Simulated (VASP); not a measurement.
# BN (P6_3mc) in VASP: density of states with PBE

Aim: the density of states of BN with PBE.

The COD entry that gives the cell may itself be a prediction, so a difference from it is no test against experiment.

Program: VASP 6.6.1. These are calculated values, not measurements. Logs are shortened: lines on timing, memory, paths and dates and some standing lists are left out, and cuts for length are marked.

## 1. The cell of the first run

Symmetry: P6_3mc, No. 186, hexagonal system. The conventional cell has a = 2.559 Å, b = 2.559 Å, c = 8.409 Å, α = 90.00°, β = 90.00°, γ = 120.00°. B (site symmetry 3m) has 4 N at 1.57 Å within 2.1 Å. B (site symmetry 3m) has 4 N at 1.57 to 1.58 Å within 2.1 Å. N (site symmetry 3m) has 4 B at 1.57 Å within 2.1 Å. N (site symmetry 3m) has 4 B at 1.57 to 1.58 Å within 2.1 Å.

## 2. Density of states, PBE

Contents of POSCAR:

```
BN
1.0
    2.5585553649      0.0000000000      0.0000000000
   -1.2792776824      2.2157739430      0.0000000000
    0.0000000000      0.0000000000      8.4091843599
B N
4 4
Direct
    0.0000000000      0.0000000000      0.0933732173
    0.0000000000      0.0000000000      0.5933732173
    0.3333333333      0.6666666667      0.3440583362
    0.6666666667      0.3333333333      0.8440583362
    0.0000000000      0.0000000000      0.4067451358
    0.0000000000      0.0000000000      0.9067451358
    0.3333333333      0.6666666667      0.1558233107
    0.6666666667      0.3333333333      0.6558233107
```

Contents of INCAR.step1:

```
PREC     = Accurate       # precision mode
ENCUT    = 520            # plane-wave cutoff, eV
EDIFF    = 1E-6           # SCF threshold, eV
ISMEAR   = 0              # smearing method
SIGMA    = 0.02           # smearing width, eV
LREAL    = False          # projectors in reciprocal space
LASPH    = True           # aspherical terms in the spheres
NELM     = 80             # most SCF steps
ALGO     = Normal         # electronic algorithm
ISIF     = 2              # what is computed and relaxed
LWAVE    = False          # write WAVECAR
LCHARG   = True           # write CHGCAR
GGA      = PE             # functional
NBANDS   = 26             # bands
```

Contents of KPOINTS.step1:

```
regular mesh
0
Gamma
  12 12 4
```

Contents of INCAR.step2:

```
PREC     = Accurate       # precision mode
ENCUT    = 520            # plane-wave cutoff, eV
EDIFF    = 1E-6           # SCF threshold, eV
ISMEAR   = -5             # smearing method
SIGMA    = 0.02           # smearing width, eV
LREAL    = False          # projectors in reciprocal space
LASPH    = True           # aspherical terms in the spheres
NELM     = 80             # most SCF steps
ALGO     = Normal         # electronic algorithm
ISIF     = 2              # what is computed and relaxed
LWAVE    = False          # write WAVECAR
LCHARG   = False          # write CHGCAR
GGA      = PE             # functional
LORBIT   = 11             # projections on sites
NBANDS   = 26             # bands
NEDOS    = 1001           # points of the DOS
ICHARG   = 11             # starting density
```

Contents of KPOINTS.step2:

```
regular mesh
0
Gamma
  18 18 6
```

Potentials or basis: VASP PAW PBE potentials, release 64 (B, N).

Command:

```sh
cat potpaw_PBE.64/B/POTCAR potpaw_PBE.64/N/POTCAR > POTCAR
cp INCAR.step1 INCAR
cp KPOINTS.step1 KPOINTS
mpirun -np 1 vasp_std > vasp.out
cp INCAR.step2 INCAR
cp KPOINTS.step2 KPOINTS
mpirun -np 1 vasp_std > vasp.out
```

OUTCAR:

```text
PREC = Accurate
   ENCUT = 520
   EDIFF = 1E-6
   ISMEAR = -5
   LREAL = False
   LASPH = True
   NELM = 80
   ISIF = 2
   GGA = PE
   LORBIT = 11
   ICHARG = 11

 ion  position               nearest neighbor table
   1  0.000  0.000  0.093-   7 1.57   7 1.57   7 1.57   6 1.57
   2  0.000  0.000  0.593-   8 1.57   8 1.57   8 1.57   5 1.57
   3  0.333  0.667  0.344-   5 1.57   5 1.57   5 1.57   7 1.58
   4  0.667  0.333  0.844-   6 1.57   6 1.57   6 1.57   8 1.58
   5  0.000  0.000  0.407-   3 1.57   3 1.57   3 1.57   2 1.57
   6  0.000  0.000  0.907-   4 1.57   4 1.57   4 1.57   1 1.57
   7  0.333  0.667  0.156-   1 1.57   1 1.57   1 1.57   3 1.58
   8  0.667  0.333  0.656-   2 1.57   2 1.57   2 1.57   4 1.58

  LATTYP: Found a hexagonal cell.
 ALAT       =     2.5585553649
 C/A-ratio  =     3.2866923559

  Lattice vectors:

 A1 = (   2.5585553649,   0.0000000000,   0.0000000000)
 A2 = (  -1.2792776824,   2.2157739430,   0.0000000000)
 A3 = (   0.0000000000,   0.0000000000,   8.4091843599)

Analysis of symmetry for initial positions (statically):
=====================================================================
 Subroutine PRICEL returns:
 Original cell was already a primitive cell.

 Routine SETGRP: Setting up the symmetry group for a
 hexagonal supercell.

 Subroutine GETGRP returns: Found 12 space group operations
 (whereof  6 operations were pure point group operations)
 out of a pool of 24 trial point group operations.

The static configuration has the point symmetry C_3v.
 The point group associated with its full space group is C_6v.

Analysis of symmetry for dynamics (positions and initial velocities):
=====================================================================
 Subroutine PRICEL returns:
 Original cell was already a primitive cell.

 Routine SETGRP: Setting up the symmetry group for a
 hexagonal supercell.

 Subroutine GETGRP returns: Found 12 space group operations
 (whereof  6 operations were pure point group operations)
 out of a pool of 24 trial point group operations.

The dynamic configuration has the point symmetry C_3v.
 The point group associated with its full space group is C_6v.

 Subroutine INISYM returns: Found 12 space group operations
 (whereof  6 operations are pure point group operations),
 and found     1 'primitive' translations

----------------------------------------------------------------------------------------

                                     Primitive cell

  volume of cell :      47.6732

  direct lattice vectors                    reciprocal lattice vectors
     2.558555365  0.000000000  0.000000000     0.390845558  0.225654788  0.000000000
    -1.279277682  2.215773943  0.000000000     0.000000000  0.451309577  0.000000000
     0.000000000  0.000000000  8.409184360     0.000000000  0.000000000  0.118917597

  length of vectors
     2.558555365  2.558555365  8.409184360     0.451309577  0.451309577  0.118917597

  position of ions in fractional coordinates (direct lattice)
     0.000000000  0.000000000  0.093373217
     0.000000000  0.000000000  0.593373217
     0.333333333  0.666666667  0.344058336
     0.666666667  0.333333333  0.844058336
     0.000000000  0.000000000  0.406745136
     0.000000000  0.000000000  0.906745136
     0.333333333  0.666666667  0.155823311
     0.666666667  0.333333333  0.655823311

  ion indices of the primitive-cell ions
   primitive index   ion index
                 1           1
                 2           2
                 3           3
                 4           4
                 5           5
                 6           6
                 7           7
                 8           8

----------------------------------------------------------------------------------------

 KPOINTS: regular mesh

Automatic generation of k-mesh.
 Grid dimensions read from file:
 generate k-points for:   18   18    6

 Generating k-lattice:

  Cartesian coordinates                     Fractional coordinates (reciprocal lattice)
     0.021713642  0.012536377  0.000000000     0.055555556 -0.000000000  0.000000000
     0.000000000  0.025072754  0.000000000     0.000000000  0.055555556  0.000000000
     0.000000000  0.000000000  0.019819600     0.000000000  0.000000000  0.166666667

  Length of vectors
     0.025072754  0.025072754  0.019819600

  Shift w.r.t. Gamma in fractional coordinates (k-lattice)
     0.000000000  0.000000000  0.000000000

 TETIRR: Found   1977 inequivalent tetrahedra from    11664

 Subroutine IBZKPT returns following result:
 ===========================================

 Found    148 irreducible k-points:

 Following reciprocal coordinates:
            Coordinates               Weight
  0.000000  0.000000  0.000000      1.000000
  0.055556  0.000000  0.000000      6.000000
  0.111111  0.000000  0.000000      6.000000
  0.166667 -0.000000  0.000000      6.000000
  0.222222  0.000000  0.000000      6.000000
  0.277778 -0.000000  0.000000      6.000000
[... 16 lines left out ...]
  0.333333  0.111111  0.000000     12.000000
  0.388889  0.111111  0.000000     12.000000
 [... further k-points ...]
   k-points           NKPTS =    148   k-points in BZ     NKDIM =    148   number of bands    NBANDS=     26
   number of dos      NEDOS =   1001   number of ions     NIONS =      8
   total plane-waves  NPLWV =  25600
   dimension x,y,z NGX =    20 NGY =   20 NGZ =   64
   dimension x,y,z NGXF=    40 NGYF=   40 NGZF=  128
   ions per type =               4   4
   NGX,Y,Z   is equivalent  to a cutoff of  13.00, 13.00, 12.65 a.u.
   NGXF,Y,Z  is equivalent  to a cutoff of  25.99, 25.99, 25.31 a.u.
 SYSTEM =  unknown system
   PREC   = accura    normal or accurate (medium, high low for compatibility)
   ISTART =      0    job   : 0-new  1-cont  2-samecut
   ICHARG =     11    charge: 1-file 2-atom 10-const
   ISPIN  =      1    spin polarized calculation?
   LNONCOLLINEAR =      F non collinear calculations
   LSORBIT =      F    spin-orbit coupling
   LASPH  =      T    aspherical Exc in radial PAW
   ENCUT  =  520.0 eV  38.22 Ry    6.18 a.u.   4.76  4.76 15.64*2*pi/ulx,y,z
   NELM   =     80;   NELMIN=  2; NELMDL=  0     # of ELM steps
   EDIFF  = 0.1E-05   stopping-criterion for ELM
   LREAL  =      F    real-space projection
   EDIFFG = 0.1E-04   stopping-criterion for IOM
   NSW    =      0    number of steps for IOM
   IBRION =     -1    ionic relax: 0-MD 1-quasi-New 2-CG
   NFREE  =      0    steps in history (QN), initial steepest desc. (CG)
   ISIF   =      2    stress and relaxation
   ISYM   =      2    0-nonsym 1-usesym 2-fastsym
   POTIM  = 0.5000    time-step for ionic-motion
   TEBEG  =    0.0;   TEEND  =   0.0 temperature during run
   PSTRESS=    0.0 pullay stress
   NELECT =      32.0000    total number of electrons
   NUPDOWN=      -1.0000    fix difference up-down
   EMIN   =  10.00;   EMAX   =-10.00  energy-range for DOS
   EFERMI =   0.00;   METHOD = LEGACY
   ISMEAR =    -5;   SIGMA  =   0.02  broadening in eV -4-tet -1-fermi 0-gaus
   EFERMI_NEDOS =   21; number of points for ismear=-14 and -15
   IALGO  =     38    algorithm
   IMIX   =      4    mixing-type and parameters
     AMIX     =   0.40;   BMIX     =  1.00
     AMIX_MAG =   1.60;   BMIX_MAG =  1.00
  volume/ion in A,a.u.               =       5.96        40.21
  Fermi-wavevector in a.u.,A,eV,Ry     =   1.433398  2.708729 27.954934  2.054630
  Thomas-Fermi vector in A             =   2.552920
   LORBIT       =     11    0 simple, 1 ext, 2 COOP (PROOUT), +10 PAW based schemes
   GGA     = PE    functional components
   LHFCALC =     F    Hartree Fock is set to
   AEXX    =    0.0000 exact exchange contribution
   IVDW    =     0    specifies the selected vdW correction
   LEPSILON=     F    determine dielectric tensor
   LRPA    =     F    only Hartree local field effects (RPA)
 non-spin polarized calculation
 Fermi weights with tetrahedron method with Bloechl corrections
  energy-cutoff  :      520.00
  volume of cell :       47.67
 maximum number of plane-waves:      1304
 NGX is ok and might be reduce to    20

 number of electron      31.9999993 magnetization

 Free energy of the ion-electron system (eV)
  ---------------------------------------------------
  ext. energy  EPLUGINS =         0.00000000
  ---------------------------------------------------
  free energy    TOTEN  =       -69.74673396 eV

  energy without entropy =      -69.74673396  energy(sigma->0) =      -69.74673396

 E-fermi :   7.3749     XC(G=0): -12.7737

 val. band max:        7.3664525342   @ k =   0.0000   0.0000   0.0000
 cond. band min:      12.8604990236   @ k =   0.5000  -0.0000   0.0000
 fundamental gap:      5.4940464894
 Fermi energy:         7.3748738103

 k-point     1 :       0.0000    0.0000    0.0000
  band No.  band energies     occupation
      1     -12.8479      2.00000
      2     -11.4262      2.00000
      3     -11.3557      2.00000
      4      -8.7024      2.00000
      5      -3.3522      2.00000
      6       1.7813      2.00000
[... 18 lines left out ...]
     25      17.7351      0.00000
     26      17.8614      0.00000

 k-point     2 :       0.0556    0.0000    0.0000
  band No.  band energies     occupation
      1     -12.7813      2.00000
      2     -11.3631      2.00000
      3     -11.2925      2.00000
      4      -8.6520      2.00000
      5      -3.2861      2.00000
      6       1.8024      2.00000
[... 630 lines left out ...]
 k-point    24 :       0.3889    0.1111    0.0000
  band No.  band energies     occupation
      1      -8.9911      2.00000
      2      -8.1755      2.00000
      3      -8.1369      2.00000
      4      -7.2291      2.00000
      5      -2.5929      2.00000
      6      -2.0352      2.00000
[... 18 lines left out ...]
     25      20.2005      0.00000
     26      20.5908      0.00000

 [... further k-points ...]

------------------------ aborting loop because EDIFF is reached ----------------------------------------

  FORCE on cell =-STRESS in cart. coord.  units (eV):
  Direction    XX          YY          ZZ          XY          YZ          ZX
  --------------------------------------------------------------------------------------
  -------------------------------------------------------------------------------------
  Total        0.0736252      0.0736252      0.0653427      0.0000000      0.0000000      0.0000000
  in kB        2.4743599      2.4743599      2.1960075      0.0000000      0.0000000      0.0000000
  external PRESSURE =       2.3815758 kB  Pullay stress =       0.0000000 kB

 VOLUME and BASIS-vectors are now :
 -----------------------------------------------------------------------------
  energy-cutoff  :      520.00
  volume of cell :       47.67
      direct lattice vectors                 reciprocal lattice vectors
     2.558555365  0.000000000  0.000000000     0.390845558  0.225654788  0.000000000
    -1.279277682  2.215773943  0.000000000     0.000000000  0.451309577  0.000000000
     0.000000000  0.000000000  8.409184360     0.000000000  0.000000000  0.118917597

 POSITION                                       TOTAL-FORCE (eV/Angst)
 -----------------------------------------------------------------------------------
      0.00000      0.00000      0.78519         0.000000      0.000000     -0.000329
      0.00000      0.00000      4.98978         0.000000     -0.000000     -0.000329
     -0.00000      1.47718      2.89325         0.000000     -0.000000     -0.001556
      1.27928      0.73859      7.09784         0.000000      0.000000     -0.001556
      0.00000      0.00000      3.42039         0.000000     -0.000000      0.000510
      0.00000      0.00000      7.62499         0.000000      0.000000      0.000510
     -0.00000      1.47718      1.31035         0.000000     -0.000000      0.001376
      1.27928      0.73859      5.51494        -0.000000      0.000000      0.001376
 -----------------------------------------------------------------------------------
    total drift:                               -0.000000     -0.000000     -0.000044

  FREE ENERGIE OF THE ION-ELECTRON SYSTEM (eV)
  ---------------------------------------------------
  free  energy   TOTEN  =       -69.7467339578 eV

  energy  without entropy=      -69.7467339578  energy(sigma->0) =      -69.74673396

 total charge

# of ion       s       p       d       tot
------------------------------------------
    1        0.675   1.350   0.000   2.025
    2        0.675   1.350   0.000   2.025
    3        0.673   1.344   0.000   2.017
    4        0.673   1.344   0.000   2.017
    5        1.214   2.756   0.000   3.969
    6        1.214   2.756   0.000   3.969
    7        1.214   2.753   0.000   3.966
    8        1.214   2.753   0.000   3.966
--------------------------------------------------
tot          7.551  16.406   0.000  23.956
```

Run time: 1.8 min. Hardware: 1 thread of Intel Xeon Platinum 8488C (Sapphire Rapids), shared host; peak memory 0.25 GiB.

What came out:

- Valence electrons inside the program's atomic spheres: B 2.02; N 3.97

Levels at points of the mesh, in eV from the valence-band top:
```
           k point  band 13  band 14  band 15  band 16  band 17  band 18  band 19  band 20
(0.00, 0.00, 0.00)    -1.09    -0.13     0.00     0.00     8.56     8.56     8.70     9.21
(0.50, 0.00, 0.00)    -3.65    -3.46    -2.58    -2.01     5.49     5.85     7.99     9.34
(0.00, 0.00, 0.50)    -0.37    -0.37    -0.37    -0.37     9.03     9.03     9.03     9.03
(0.50, 0.00, 0.50)    -3.44    -3.44    -2.57    -2.57     5.98     5.98     8.33     8.33
```
